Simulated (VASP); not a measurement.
Input of a VASP 6.6.1 run:

INCAR

```
PREC = Accurate
ENCUT = 520
EDIFF = 1E-6
ISMEAR = 0
SIGMA = 0.01
LREAL = False
LASPH = True
NELM = 100
ALGO = Normal
ISIF = 2
LWAVE = False
LCHARG = False
GGA = PS
NBANDS = 16
```

KPOINTS

```
Automatic mesh
0
Gamma
  9 9 6
```

The input POSCAR:

```
AlN
1.0
    3.1330616635      0.0000000000      0.0000000000
   -1.5665308318      2.7133109922      0.0000000000
    0.0000000000      0.0000000000      5.0207872110
Al N
2 2
Direct
    0.3333333333      0.6666666667     -0.0008125181
    0.6666666667      0.3333333333      0.4991874819
    0.3333333333      0.6666666667      0.3808125181
    0.6666666667      0.3333333333      0.8808125181
```

Potentials or basis: VASP PAW PBE potentials, release 64 (Al, N).

The run is started by

```bash
$ cat potpaw_PBE.64/Al/POTCAR potpaw_PBE.64/N/POTCAR > POTCAR
$ mpirun -np 1 vasp_std > vasp.out
```

Predict the pressure.

-3.8 GPa.

Predict the band gap on the k mesh.

3.95 eV, direct.

Caveat: the PAW data sets were made with another functional, which shifts forces and pressure a little.
